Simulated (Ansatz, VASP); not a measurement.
BP: VASP beside Ansatz

```
CELL_PARAMETERS angstrom
0.00000 2.22268 2.22268
2.22268 0.00000 2.22268
2.22268 2.22268 0.00000
ATOMIC_POSITIONS crystal
B 0.00000 0.00000 0.00000
P 0.25000 0.25000 0.25000
```

Alike in both runs: task single point; functional r2SCAN; k mesh 8 × 8 × 8; occupations fermi-dirac, width 0.02 eV; no spin polarisation.

|  | VASP | Ansatz |
| --- | --- | --- |
| version | VASP 6.6.1 | Ansatz 0.2.0 |
| potentials or method | VASP PAW PBE potentials, release 64 (B, P), cutoff 520 eV | plane waves, PAW |
| valence electrons in the cell | 8 | 8 |

|  | VASP | Ansatz | Ansatz less VASP |
| --- | --- | --- | --- |
| pressure (GPa) | 11.0 | 11.6 | +0.59 |

VASP's potentials were made for PBE, not for r2SCAN. The functional is the same, so the differences come from potentials, cutoffs and numerics.
